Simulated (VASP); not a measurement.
A run of VASP 6.6.1 is set up as follows.

File INCAR:

```
  PREC = Accurate
  ENCUT = 520
  EDIFF = 1E-7
  ISMEAR = -1
  SIGMA = 0.05
  LREAL = False
  LASPH = True
  NELM = 100
  ALGO = Normal
  ISIF = 2
  LWAVE = False
  LCHARG = True
  GGA = PE
  LELF = True
  LVHAR = True
  NBANDS = 8
```

Contents of KPOINTS:

```
Automatic mesh
0
Gamma
  19 19 17
```

Contents of POSCAR:

```
Al
1.0
    2.3303805522      0.0000000000      0.0000000000
   -1.1651902761      2.0181687587      0.0000000000
    0.0000000000      0.0000000000      2.2812321215
Al
1
Direct
    0.0000000000      0.0000000000      0.0000000000
```

Potentials or basis: VASP PAW PBE potentials, release 64 (Al).

Command:

```sh
$ cat potpaw_PBE.64/Al/POTCAR > POTCAR
$ mpirun -np 1 vasp_std > vasp.out
```

Problem. Predict the pressure.

Solution. 110.9 GPa.

Stress tensor (GPa, compression positive):
```
110.98   0.00   0.00
  0.00 110.98   0.00
  0.00   0.00 110.76
```
